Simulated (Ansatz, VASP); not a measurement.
## As: VASP beside Ansatz

The input INCAR:

```
  ALGO = Normal
  EDIFF = 1E-7
  EDIFFG = -0.04
  ENCUT = 600
  GGA = PE
  IBRION = 2
  ISIF = 3
  ISMEAR = 0
  LASPH = True
  LCHARG = False
  LREAL = False
  LWAVE = False
  NELM = 60
  NSW = 90
  PREC = Accurate
  SIGMA = 0.1
```

The input KPOINTS:

```
k-points
0
Gamma
  6 4 6
```

Contents of POSCAR:

```
As
1.0
    2.6070815400      0.0000000000      0.0000000000
    0.0000000000      4.3520563700      0.0000000000
    0.0000000000      0.0000000000      3.6058576800
As
2
Direct
    0.0000000000      0.0000000000      0.6997510800
    0.5000000000      0.5000000000      0.3002489200
```

Input for Ansatz:

```yaml
crystal:
  lattice:
    - [2.60708154, 0.0, 0.0]
    - [0.0, 4.35205637, 0.0]
    - [0.0, 0.0, 3.60585768]
  atoms:
    - { symbol: As, position: [0.0, 0.0, 0.69975108] }
    - { symbol: As, position: [0.5, 0.5, 0.30024892] }
basis:
  ecutwfc: 420
kpoints:
  mp_grid: { grid: [6, 4, 6] }
hamiltonian:
  xc: pbe
scf:
  occupations: { method: gaussian, width: 0.1 }
  lower_state_search: "off"
output:
  forces: true
  stress: true
  eigenvalues: true
relax:
  adjacent_minimum: "off"
  f_tol: 0.04
  max_steps: 70
  cell: { stress_tol: 0.4 }
```

Alike in both runs: task relaxation of cell and atoms; functional PBE; k mesh 6 × 4 × 6; occupations gaussian, width 0.1 eV; no spin polarisation.

|  | VASP | Ansatz |
| --- | --- | --- |
| version | VASP 6.6.1 | Ansatz 0.2.0 |
| potentials or method | VASP PAW PBE potentials, release 64 (As), cutoff 600 eV | scalar-relativistic, plane waves, PAW |
| valence electrons in the cell | 10 | 30 |

Ansatz gave:

| Quantity | Value |
| --- | --- |
| gap on the k mesh at the Fermi level, each at its own relaxed structure (eV) | none |
| relaxed volume (Å³/atom) | 20.39 |
| relaxed length of the cell vector where the two differ most in proportion (Å) | 4.540 |

**Question.** Which values does VASP return?

**Answer.** gap on the k mesh at the Fermi level, each at its own relaxed structure (eV): none; relaxed volume (Å³/atom): 20.64; relaxed length of the cell vector where the two differ most in proportion (Å): 4.569.

A gap of «none» marks a metal or a gap that the smearing closes. VASP's potentials hold 10 valence electrons a cell and Ansatz's 30, so a difference there can come from the potentials and not from the codes.

The k mesh is coarse, so the values compare programs but aren't converged.
